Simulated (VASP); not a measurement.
Runs of VASP 6.6.1 on Pd. The structure is that of space group P6_3/mmc (No. 194), or close to it. The cells are those of the table. 

```csv
task,cell,k mesh,cutoff (eV),gap on the mesh (eV),pressure (GPa)
single point,"a = 2.814, b = 2.814, c = 9.278 Å, angles 90.0, 90.0, 120.0°, 4 atoms",15 × 15 × 4,520,none,(b)
single point,"a = 2.673, b = 2.673, c = 8.814 Å, angles 90.0, 90.0, 120.0°, 4 atoms",15 × 15 × 4,520,none,10.5
single point,"a = 2.709, b = 2.709, c = 8.934 Å, angles 90.0, 90.0, 120.0°, 4 atoms",15 × 15 × 4,520,none,0.2
relaxation of cell and atoms,"relaxed from a = 2.751, b = 2.751, c = 8.983 Å, angles 90.0, 90.0, 120.0°, 4 atoms",13 × 13 × 4,600,-,0.0
single point,"a = 2.709, b = 2.709, c = 8.934 Å, angles 90.0, 90.0, 120.0°, 4 atoms",13 × 13 × 4,520,none,0.3
single point,"a = 2.709, b = 2.709, c = 8.934 Å, angles 90.0, 90.0, 120.0°, 4 atoms",18 × 18 × 5,520,none,0.3
single point,"a = 2.635, b = 2.635, c = 8.690 Å, angles 90.0, 90.0, 120.0°, 4 atoms",15 × 15 × 4,520,none,(a)
single point,"a = 2.596, b = 2.596, c = 8.562 Å, angles 90.0, 90.0, 120.0°, 4 atoms",15 × 15 × 4,520,none,40.7
single point,"a = 2.745, b = 2.745, c = 9.052 Å, angles 90.0, 90.0, 120.0°, 4 atoms",15 × 15 × 4,520,none,-7.7
single point,"a = 2.780, b = 2.780, c = 9.167 Å, angles 90.0, 90.0, 120.0°, 4 atoms",15 × 15 × 4,520,none,-13.8
```

Alike in all rows: level LDA; potentials or basis VASP PAW LDA potentials, release 64 (Pd); no spin polarisation; smearing fermi-dirac 0.1 eV.

Question: Fill in the values left out.

Answer: (a) 23.7; (b) -18.5.

Caveats: the bands computed are all filled at some k points, so no gap is given (some runs).

A k mesh can miss the band edges, and the runs leave out spin-orbit coupling on Pd.

A gap of «none» marks levels without a gap at the run's occupations.
